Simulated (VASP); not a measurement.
Set up this calculation in VASP 6.6.1, as the native input.

```yaml
Task: relaxation of shape and atoms at fixed volume
Functional: PBE
Potentials_or_basis: VASP PAW PBE potentials, release 64 (Zr_sv)
Cutoff: 600 eV
k_mesh: 15 × 15 × 8
Occupations: fermi-dirac, width 0.05 eV
Spin: no spin polarisation
Dipole_correction: no
Further_INCAR_settings: ALGO = Normal; EDIFF = 1e-07; IBRION = 2; EDIFFG = -0.005; NSW = 50; ISIF = 4
```

The structure of Zr lies in POSCAR:

```
Zr
1.0
    3.1428955261      0.0000000000      0.0000000000
   -1.5714477631      2.7218273670      0.0000000000
    0.0000000000      0.0000000000      5.0300012456
Zr
2
Direct
    0.3333333333      0.6666666667      0.2500000000
    0.6666666667      0.3333333333      0.7500000000
```

The input as run:

INCAR

```
PREC = Accurate
ENCUT = 600
EDIFF = 1E-7
ISMEAR = -1
SIGMA = 0.05
LREAL = False
LASPH = True
NELM = 100
ALGO = Normal
ISIF = 4
LWAVE = False
LCHARG = False
GGA = PE
IBRION = 2
NSW = 50
EDIFFG = -0.005
```

KPOINTS

```
Automatic mesh
0
Gamma
  15 15 8
```

Potentials or basis: VASP PAW PBE potentials, release 64 (Zr_sv).

Run with:

```bash
$ cat potpaw_PBE.64/Zr_sv/POTCAR > POTCAR
$ mpirun -np 1 vasp_std > vasp.out
```

Results of the run:

```yaml
Energy_gained_by_relaxing: 0.5 meV/atom
Ionic_steps: 3
Pressure_after_relaxing: 8.9 GPa
Band_gap_on_the_k_mesh: zero (bands 12 and 13 overlap by 1.38 eV)
```

It took 5.5 min on 1 thread of Intel Xeon 8259CL, with other jobs on the host, peak memory 0.25 GiB.
